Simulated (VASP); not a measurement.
# Be2Tl in VASP: further runs

Runs on Be2Tl. Level: PBE. Tasks: single point.

All numbers are computed with VASP 6.6.1; they aren't measurements. Logs are shortened: lines on timing, memory, paths and dates and some standing lists are left out, and cuts for length are marked.

## (1) The cell of the first run

It takes space group Immm (No. 71, orthorhombic). Conventional cell: a = 4.146 Å, b = 4.198 Å, c = 5.546 Å, α = 90.00°, β = 90.00°, γ = 90.00°. Within 3.3 Å of Be (site symmetry mm2) lie 4 Tl at 2.50 to 2.51 Å and 6 Be at 2.75 to 2.95 Å. Within 3.3 Å of Tl (site symmetry mmm) lie 8 Be at 2.50 to 2.51 Å.

## (2) Single point, PBE

INCAR reads:

```
SYSTEM = Be2Tl
ALGO     = Fast           ! electronic algorithm
EDIFF    = 1E-7           ! SCF threshold, eV
ENCUT    = 520            ! plane-wave cutoff, eV
GGA      = PE             ! functional
ISIF     = 2              ! what is computed and relaxed
ISMEAR   = 0              ! smearing method
LASPH    = .TRUE.         ! aspherical terms in the spheres
LCHARG   = .FALSE.        ! write CHGCAR
LREAL    = .FALSE.        ! projectors in reciprocal space
LWAVE    = .FALSE.        ! write WAVECAR
NBANDS   = 26             ! bands
NELM     = 80             ! most SCF steps
PREC     = Accurate       ! precision mode
SIGMA    = 0.1            ! smearing width, eV
```

KPOINTS reads:

```
k-points
0
G
  4 4 6
  0 0 0
```

POSCAR reads:

```
Be2Tl
1.0
    5.5457867046      0.0000000000      0.0000000000
    0.0000000000      4.1464380802      0.0000000000
    0.0000000000      0.0000000000      4.1975090776
Be Tl
4 2
Direct
    0.2525101784      0.5000111989      0.0000000000
    0.7474898216      0.4999888011      0.0000000000
    0.7525101784     -0.0000111989      0.5000000000
    0.2474898216      1.0000111989      0.5000000000
    0.0000000000      0.0000000000      0.0000000000
    0.5000000000      0.5000000000      0.5000000000
```

Potentials or basis: VASP PAW PBE potentials, release 64 (Be, Tl_d).

Started as:

```bash
$ cat potpaw_PBE.64/Be/POTCAR potpaw_PBE.64/Tl_d/POTCAR > POTCAR
$ mpirun -np 1 vasp_std > vasp.out
```

OUTCAR:

```text
SYSTEM = Be2Tl
   EDIFF = 1E-7
   ENCUT = 520
   GGA = PE
   ISIF = 2
   ISMEAR = 0
   LASPH = .TRUE.
   LREAL = .FALSE.
   NELM = 80
   PREC = Accurate

 ion  position               nearest neighbor table
   1  0.253  0.500  0.000-   5 2.50   5 2.50   6 2.51   6 2.51
   2  0.747  0.500  0.000-   5 2.50   5 2.50   6 2.51   6 2.51
   3  0.753  1.000  0.500-   6 2.50   6 2.50   5 2.51   5 2.51
   4  0.247  0.000  0.500-   6 2.50   6 2.50   5 2.51   5 2.51
   5  0.000  0.000  0.000-   1 2.50   2 2.50   1 2.50   2 2.50   4 2.51   3 2.51   4 2.51   3 2.51
                             6 4.05   6 4.05   6 4.05   6 4.05   6 4.05   6 4.05   6 4.05   6 4.05
   6  0.500  0.500  0.500-   3 2.50   4 2.50   4 2.50   3 2.50   2 2.51   1 2.51   2 2.51   1 2.51
                             5 4.05   5 4.05   5 4.05   5 4.05   5 4.05   5 4.05   5 4.05   5 4.05

  LATTYP: Found a simple orthorhombic cell.
 ALAT       =     4.1464380802
 B/A-ratio  =     1.0123168359
 C/A-ratio  =     1.3374820985

  Lattice vectors:

 A1 = (   0.0000000000,   4.1464380802,   0.0000000000)
 A2 = (   0.0000000000,   0.0000000000,   4.1975090776)
 A3 = (   5.5457867046,   0.0000000000,   0.0000000000)

Analysis of symmetry for initial positions (statically):
=====================================================================
 Subroutine PRICEL returns:
 Original cell was already a primitive cell.

 Routine SETGRP: Setting up the symmetry group for a
 simple orthorhombic supercell.

 Subroutine GETGRP returns: Found  8 space group operations
 (whereof  4 operations were pure point group operations)
 out of a pool of  8 trial point group operations.

The static configuration has the point symmetry C_2h.
 The point group associated with its full space group is D_2h.

Analysis of symmetry for dynamics (positions and initial velocities):
=====================================================================
 Subroutine PRICEL returns:
 Original cell was already a primitive cell.

 Routine SETGRP: Setting up the symmetry group for a
 simple orthorhombic supercell.

 Subroutine GETGRP returns: Found  8 space group operations
 (whereof  4 operations were pure point group operations)
 out of a pool of  8 trial point group operations.

The dynamic configuration has the point symmetry C_2h.
 The point group associated with its full space group is D_2h.

 Subroutine INISYM returns: Found  8 space group operations
 (whereof  4 operations are pure point group operations),
 and found     1 'primitive' translations

----------------------------------------------------------------------------------------

                                     Primitive cell

  volume of cell :      96.5228

  direct lattice vectors                    reciprocal lattice vectors
     5.545786705  0.000000000  0.000000000     0.180317068  0.000000000  0.000000000
     0.000000000  4.146438080  0.000000000     0.000000000  0.241170851  0.000000000
     0.000000000  0.000000000  4.197509078     0.000000000  0.000000000  0.238236531

  length of vectors
     5.545786705  4.146438080  4.197509078     0.180317068  0.241170851  0.238236531

  position of ions in fractional coordinates (direct lattice)
     0.252510178  0.500011199  0.000000000
     0.747489822  0.499988801  0.000000000
     0.752510178  0.999988801  0.500000000
     0.247489822  0.000011199  0.500000000
     0.000000000  0.000000000  0.000000000
     0.500000000  0.500000000  0.500000000

  ion indices of the primitive-cell ions
   primitive index   ion index
                 1           1
                 2           2
                 3           3
                 4           4
                 5           5
                 6           6

----------------------------------------------------------------------------------------

 KPOINTS: k-points

Automatic generation of k-mesh.
 Grid dimensions read from file:
 generate k-points for:    4    4    6

 Generating k-lattice:

  Cartesian coordinates                     Fractional coordinates (reciprocal lattice)
     0.045079267  0.000000000  0.000000000     0.250000000  0.000000000  0.000000000
     0.000000000  0.060292713  0.000000000     0.000000000  0.250000000  0.000000000
     0.000000000  0.000000000  0.039706088     0.000000000  0.000000000  0.166666667

  Length of vectors
     0.045079267  0.060292713  0.039706088

  Shift w.r.t. Gamma in fractional coordinates (k-lattice)
     0.000000000  0.000000000  0.000000000

 Subroutine IBZKPT returns following result:
 ===========================================

 Found     36 irreducible k-points:

 Following reciprocal coordinates:
            Coordinates               Weight
  0.000000  0.000000  0.000000      1.000000
  0.250000  0.000000  0.000000      2.000000
  0.500000  0.000000  0.000000      1.000000
  0.000000  0.250000  0.000000      2.000000
  0.250000  0.250000  0.000000      4.000000
  0.500000  0.250000  0.000000      2.000000
[... 16 lines left out ...]
  0.250000  0.250000  0.333333      8.000000
  0.500000  0.250000  0.333333      4.000000
 [... further k-points ...]
   k-points           NKPTS =     36   k-points in BZ     NKDIM =     36   number of bands    NBANDS=     26
   number of dos      NEDOS =    301   number of ions     NIONS =      6
   total plane-waves  NPLWV =  43008
   dimension x,y,z NGX =    42 NGY =   32 NGZ =   32
   dimension x,y,z NGXF=    84 NGYF=   64 NGZF=   64
   ions per type =               4   2
   NGX,Y,Z   is equivalent  to a cutoff of  12.59, 12.83, 12.67 a.u.
   NGXF,Y,Z  is equivalent  to a cutoff of  25.18, 25.66, 25.35 a.u.
 SYSTEM =  Be2Tl
   PREC   = accura    normal or accurate (medium, high low for compatibility)
   ISTART =      0    job   : 0-new  1-cont  2-samecut
   ICHARG =      2    charge: 1-file 2-atom 10-const
   ISPIN  =      1    spin polarized calculation?
   LNONCOLLINEAR =      F non collinear calculations
   LSORBIT =      F    spin-orbit coupling
   LASPH  =      T    aspherical Exc in radial PAW
   ENCUT  =  520.0 eV  38.22 Ry    6.18 a.u.  10.31  7.71  7.80*2*pi/ulx,y,z
   NELM   =     80;   NELMIN=  2; NELMDL= -5     # of ELM steps
   EDIFF  = 0.1E-06   stopping-criterion for ELM
   LREAL  =      F    real-space projection
   EDIFFG = 0.1E-05   stopping-criterion for IOM
   NSW    =      0    number of steps for IOM
   IBRION =     -1    ionic relax: 0-MD 1-quasi-New 2-CG
   NFREE  =      0    steps in history (QN), initial steepest desc. (CG)
   ISIF   =      2    stress and relaxation
   ISYM   =      2    0-nonsym 1-usesym 2-fastsym
   POTIM  = 0.5000    time-step for ionic-motion
   TEBEG  =    0.0;   TEEND  =   0.0 temperature during run
   PSTRESS=    0.0 pullay stress
   NELECT =      34.0000    total number of electrons
   NUPDOWN=      -1.0000    fix difference up-down
   EMIN   =  10.00;   EMAX   =-10.00  energy-range for DOS
   EFERMI =   0.00;   METHOD = LEGACY
   ISMEAR =     0;   SIGMA  =   0.10  broadening in eV -4-tet -1-fermi 0-gaus
   EFERMI_NEDOS =   21; number of points for ismear=-14 and -15
   IALGO  =     68    algorithm
   IMIX   =      4    mixing-type and parameters
     AMIX     =   0.40;   BMIX     =  1.00
     AMIX_MAG =   1.60;   BMIX_MAG =  1.00
  volume/ion in A,a.u.               =      16.09       108.56
  Fermi-wavevector in a.u.,A,eV,Ry     =   1.156177  2.184858 18.187536  1.336746
  Thomas-Fermi vector in A             =   2.292800
   LORBIT       =      0    0 simple, 1 ext, 2 COOP (PROOUT), +10 PAW based schemes
   GGA     = PE    functional components
   LHFCALC =     F    Hartree Fock is set to
   AEXX    =    0.0000 exact exchange contribution
   IVDW    =     0    specifies the selected vdW correction
   LEPSILON=     F    determine dielectric tensor
   LRPA    =     F    only Hartree local field effects (RPA)
 non-spin polarized calculation
 RMM-DIIS sequential band-by-band and
 Gauss-broadening in eV      SIGMA  =   0.10
  energy-cutoff  :      520.00
  volume of cell :       96.52
 maximum number of plane-waves:      2620
 NGX is ok and might be reduce to    42

 number of electron      33.9999995 magnetization

 Free energy of the ion-electron system (eV)
  ---------------------------------------------------
  ext. energy  EPLUGINS =         0.00000000
  ---------------------------------------------------
  free energy    TOTEN  =       -14.88944264 eV

  energy without entropy =      -14.87949694  energy(sigma->0) =      -14.88446979

 E-fermi :   5.8665     XC(G=0): -10.0373

 val. band max:        5.8661619815   @ k =   0.2500   0.5000   0.0000
 cond. band min:       5.8677337727   @ k =   0.0000   0.0000   0.5000
 fundamental gap:      0.0015717912
 Fermi energy:         5.8664973324

 k-point     1 :       0.0000    0.0000    0.0000
  band No.  band energies     occupation
      1      -6.2677      2.00000
      2      -6.1627      2.00000
      3      -6.1626      2.00000
      4      -6.1617      2.00000
      5      -5.9772      2.00000
      6      -5.8704      2.00000
[... 18 lines left out ...]
     25      11.8150      0.00000
     26      11.9010      0.00000

 k-point     2 :       0.2500    0.0000    0.0000
  band No.  band energies     occupation
      1      -6.2524      2.00000
      2      -6.1774      2.00000
      3      -6.1245      2.00000
      4      -6.1233      2.00000
      5      -5.9426      2.00000
      6      -5.9185      2.00000
[... 18 lines left out ...]
     25      11.2192      0.00000
     26      13.0436      0.00000

 k-point     3 :       0.5000    0.0000    0.0000
  band No.  band energies     occupation
      1      -6.2150      2.00000
      2      -6.2150      2.00000
      3      -6.0264      2.00000
      4      -6.0264      2.00000
      5      -6.0218      2.00000
      6      -6.0218      2.00000
[... 572 lines left out ...]
 k-point    23 :       0.2500    0.2500    0.3333
  band No.  band energies     occupation
      1      -6.1643      2.00000
      2      -6.1119      2.00000
      3      -6.0656      2.00000
      4      -6.0299      2.00000
      5      -6.0134      2.00000
      6      -5.9121      2.00000
[... 18 lines left out ...]
     25      12.1682      0.00000
     26      12.2123      0.00000

 k-point    24 :       0.5000    0.2500    0.3333
  band No.  band energies     occupation
      1      -6.0961      2.00000
      2      -6.0961      2.00000
      3      -6.0819      2.00000
      4      -6.0819      2.00000
      5      -6.0012      2.00000
      6      -6.0012      2.00000
[... 18 lines left out ...]
     25      12.4798      0.00000
     26      12.4831      0.00000

 [... further k-points ...]
[... 5 lines left out ...]
  --------------------------------------------------------------------------------------
  -------------------------------------------------------------------------------------
  Total        0.0840152     -0.1381313     -0.0915881     -0.0000000      0.0000000      0.0000000
  in kB        1.3945634     -2.2928343     -1.5202666     -0.0000000      0.0000000      0.0000000
  external PRESSURE =      -0.8061792 kB  Pullay stress =       0.0000000 kB

 VOLUME and BASIS-vectors are now :
 -----------------------------------------------------------------------------
  energy-cutoff  :      520.00
  volume of cell :       96.52
      direct lattice vectors                 reciprocal lattice vectors
     5.545786705  0.000000000  0.000000000     0.180317068  0.000000000  0.000000000
     0.000000000  4.146438080  0.000000000     0.000000000  0.241170851  0.000000000
     0.000000000  0.000000000  4.197509078     0.000000000  0.000000000  0.238236531

 POSITION                                       TOTAL-FORCE (eV/Angst)
 -----------------------------------------------------------------------------------
      1.40037      2.07327      0.00000         0.005521     -0.000158      0.000000
      4.14542      2.07317      0.00000        -0.005521      0.000158      0.000000
      4.17326      4.14639      2.09875         0.005521      0.000158      0.000000
      1.37253      0.00005      2.09875        -0.005521     -0.000158      0.000000
      0.00000      0.00000      0.00000         0.000000     -0.000000      0.000000
      2.77289      2.07322      2.09875         0.000000     -0.000000      0.000000
 -----------------------------------------------------------------------------------
    total drift:                                0.000000     -0.000000     -0.000000

  FREE ENERGIE OF THE ION-ELECTRON SYSTEM (eV)
  ---------------------------------------------------
  free  energy   TOTEN  =       -14.8894426411 eV

  energy  without entropy=      -14.8794969439  energy(sigma->0) =      -14.88446979
```

Wall time 33 s (1 thread of Intel Xeon 6975P-C (Granite Rapids), shared host); peak memory 0.23 GiB.

What came out:

| Item | Value |
| --- | --- |
| Free energy | -14.8894 eV |
| Pressure | -0.1 GPa |
| Largest force | 0.006 eV/Å |
| Band gap on the k mesh | zero (band 17 reaches 7.87 eV, above the bottom of band 18 at 3.18 eV) |

Forces on the atoms (eV/Å):
```
Be   0.006  0.000  0.000
Be  -0.006  0.000  0.000
Be   0.006  0.000  0.000
Be  -0.006  0.000  0.000
Tl   0.000  0.000  0.000
Tl   0.000  0.000  0.000
```

Stress tensor (GPa, compression positive):
```
 0.14  0.00  0.00
 0.00 -0.23  0.00
 0.00  0.00 -0.15
```

Caveat: the k points lie up to 0.38 Å⁻¹ apart; spin-orbit coupling is left out, which moves the levels of the heavy elements.

## (3) Single point, PBE

This run uses another cell than the first one: it holds 3 atoms, not 6.

INCAR reads:

```
SYSTEM = Be2Tl
  PREC = Accurate
  ENCUT = 520
  EDIFF = 1E-7
  ISMEAR = 0
  SIGMA = 0.1
  LREAL = .FALSE.
  LASPH = .TRUE.
  NELM = 100
  ALGO = Fast
  ISIF = 2
  LWAVE = .FALSE.
  LCHARG = .TRUE.
  GGA = PE
  LELF = .TRUE.
  LVHAR = .TRUE.
  NBANDS = 16
```

KPOINTS reads:

```
regular mesh
0
G
  16 16 16
  0 0 0
```

POSCAR reads:

```
Be2Tl
1.0
   -2.0874072855      2.0874072855      2.7781999490
    2.0874072855     -2.0874072855      2.7781999490
    2.0874072855      2.0874072855     -2.7781999490
Be Tl
2 1
Direct
    0.7500000000      0.2500000000      0.5000000000
    0.2500000000      0.7500000000      0.5000000000
    0.0000000000      0.0000000000      0.0000000000
```

Potentials or basis: VASP PAW PBE potentials, release 64 (Be, Tl_d).

Started as:

```bash
$ cat potpaw_PBE.64/Be/POTCAR potpaw_PBE.64/Tl_d/POTCAR > POTCAR
$ mpirun -np 1 vasp_std > vasp.out
```

Wall time 1.9 min (1 thread of Intel Xeon 6975P-C (Granite Rapids), shared host); peak memory 0.37 GiB.

It converged, with:

* Free energy: -7.4286 eV
* Pressure: -0.1 GPa

Levels at points of the mesh, in eV from the Fermi level:
```csv
k point,band 6,band 7,band 8,band 9,band 10,band 11,band 12,band 13
"(0.00, 0.00, 0.00)",-10.31,2.51,3.10,3.10,3.15,3.15,3.86,4.50
"(0.50, 0.00, 0.00)",-7.93,-5.41,0.25,0.73,3.14,3.32,4.29,4.89
"(0.50, 0.50, 0.00)",-7.17,-4.98,-2.01,-1.76,1.97,2.61,7.67,8.21
"(0.50, 0.50, 0.50)",-6.83,-4.39,-2.25,-2.25,1.24,2.01,8.07,8.07
```

Caveat: spin-orbit coupling is left out, which moves the levels of the heavy elements.
